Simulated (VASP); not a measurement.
# HfNb2O7: single point with PBE

The system is HfNb2O7.

```
Hf O Nb
1.0
     6.40076    0.19280   -0.05257
     0.19280    6.70531   -0.09138
    -0.05257   -0.09138    6.56384
Hf O Nb
2 14 4
Cartesian
  1.5799 4.9529 0.0994
  0.4330 1.6739 2.2064
  5.8334 5.2465 5.8822
  3.3405 1.3401 5.7199
  6.3586 3.4016 3.4221
  2.5730 1.2333 2.9324
  4.8071 5.5568 2.9648
  3.4449 6.0468 0.4811
  0.4113 5.2627 1.8932
  0.2190 0.4191 3.8081
  1.9921 2.9098 1.2982
  4.3893 3.3679 0.6592
  5.2299 0.9015 1.1952
  1.2149 0.5792 0.2890
  1.0863 2.8388 5.6665
  1.7514 5.3809 4.7670
  5.0340 5.0041 1.0301
  3.4001 1.5336 1.0928
  1.6085 1.2662 5.1142
  6.4678 5.2240 4.0785
```

| Quantity | Value |
| --- | --- |
| Program | VASP 6.6.1 |
| Task | single point |
| Functional | PBE |
| Potentials or basis | VASP PAW PBE potentials, release 64 (Hf_pv, O, Nb_sv) |
| Cutoff | 520 eV |
| k mesh | 1 × 1 × 1 |
| Occupations | fermi-dirac, width 0.131 eV |
| Spin | no spin polarisation |

The pressure is -1.0 GPa, the largest force is 6.784 eV/Å and the band gap on the k mesh is 2.19 eV.

Forces on the atoms (eV/Å):
```
Hf   1.840 -0.357  3.749
Hf   0.831 -1.177  0.125
O    0.523 -0.218 -0.223
O    0.574  0.460 -0.661
O    0.319 -0.319 -1.286
O   -0.968 -0.007 -0.315
O   -0.191 -1.161  0.250
O   -0.152 -1.788  1.066
O    2.424 -1.285 -3.066
O   -0.263  0.630  0.311
O   -0.416  1.608 -0.072
O    0.192 -1.154  0.749
O   -0.468  1.901  1.324
O   -0.123 -0.421 -0.053
O   -0.348  2.638 -0.083
O    1.994 -0.006  0.026
Nb  -2.073  4.350  3.965
Nb   0.079 -1.335  1.180
Nb   0.090 -1.926 -1.427
Nb  -3.864 -0.433 -5.560
```

Stress tensor (GPa, compression positive):
```
 5.64 -3.20  3.08
-3.20 -6.68 -5.87
 3.08 -5.87 -2.08
```

Levels at points of the mesh, in eV from the valence-band top:
```csv
k point,band 76,band 77,band 78,band 79,band 80,band 81
"(0.00, 0.00, 0.00)",-0.41,-0.20,0.00,2.19,2.40,2.93
```

Run time: 86 s on 1 thread of Intel(R) Xeon(R) Platinum 8259CL CPU @ 2.50GHz (Skylake/Cascade Lake) (shared host), peak memory 0.33 GiB.

Caveat: the k points lie up to 0.98 Å⁻¹ apart; spin-orbit coupling is left out, which moves the levels of the heavy elements.
